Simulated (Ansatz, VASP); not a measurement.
# One calculation of Ni, two programs

Contents of INCAR:

```
SYSTEM = Ni
PREC     = Accurate       ! precision mode
ENCUT    = 520            ! plane-wave cutoff, eV
EDIFF    = 1E-6           ! SCF threshold, eV
ISMEAR   = -1             ! smearing method
SIGMA    = 0.05           ! smearing width, eV
LREAL    = .FALSE.        ! projectors in reciprocal space
LASPH    = .TRUE.         ! aspherical terms in the spheres
NELM     = 150            ! most SCF steps
ALGO     = Normal         ! electronic algorithm
ISIF     = 2              ! what is computed and relaxed
LWAVE    = .FALSE.        ! write WAVECAR
LCHARG   = .TRUE.         ! write CHGCAR
ISPIN    = 2              ! spin polarisation
MAGMOM   = 0.71 0.71      ! initial moments
LORBIT   = 11             ! projections on sites
LMAXMIX  = 4              ! l up to which the mixer works
GGA      = RP             ! functional
LELF     = .TRUE.         ! ELF
LVHAR    = .TRUE.       
NBANDS   = 21             ! bands
```

Contents of KPOINTS:

```
regular mesh
0
G
  16 16 9
  0 0 0
```

File POSCAR:

```
Ni
1.0
    2.5467162145      0.0000000000      0.0000000000
   -1.2733581073      2.2055209380      0.0000000000
    0.0000000000      0.0000000000      4.1702000557
Ni
2
Direct
    0.3333333333      0.6666666667      0.2500000000
    0.6666666667      0.3333333333      0.7500000000
```

Input for Ansatz:

```yaml
crystal:
  lattice:
    - [2.5467162145, 0.0, 0.0]
    - [-1.2733581073, 2.205520938, 0.0]
    - [0.0, 0.0, 4.1702000557]
  atoms:
    - { symbol: Ni, position: [0.3333333333, 0.6666666667, 0.25], spin: 0.71 }
    - { symbol: Ni, position: [0.6666666667, 0.3333333333, 0.75], spin: 0.71 }
hamiltonian:
  xc: rpbe
  pseudopotentials:
    kind: paw
    azcp:
      Ni: "pseudopotentials/Ni.paw.azcp"
basis:
  ecutwfc: 420
  fft_grid_basis: typed
kpoints:
  mp_grid: { grid: [16, 16, 9], shift: [0, 0, 0] }
magnetization:
  spin_polarized: true
scf:
  occupations: { method: fermi_dirac, width: 0.05 }
  lower_state_search: "off"
output:
  stress: true
```

Alike in both runs: task single point; functional RPBE; k mesh 16 × 16 × 9; occupations fermi-dirac, width 0.05 eV; collinear spin.

|  | VASP | Ansatz |
| --- | --- | --- |
| version | VASP 6.6.1 | Ansatz 0.2.0 |
| potentials or method | VASP PAW PBE potentials, release 64 (Ni), cutoff 520 eV | plane waves (420 eV) with PAW, scalar-relativistic |
| valence electrons in the cell | 20 | 36 |

|  | VASP | Ansatz | Ansatz less VASP |
| --- | --- | --- | --- |
| pressure (GPa) | -6.2 | -6.4 | -0.15 |
| traceless stress, the component that is largest in VASP (GPa) | 0.24 | 0.16 | -0.072 |
| net moment per atom (μB) | 0.67 | 0.70 | +0.027 |
| size of the moment on the site where the two differ most (μB) | 0.69 | 0.74 | +0.050 |

VASP's potentials were made for PBE, not for RPBE. Site moments also hang on the region over which each program counts them. With one functional, cell and mesh, what is left measures potentials, basis and numerics. VASP's potentials hold 20 valence electrons a cell and Ansatz's 36, so a difference there can come from the potentials and not from the codes.
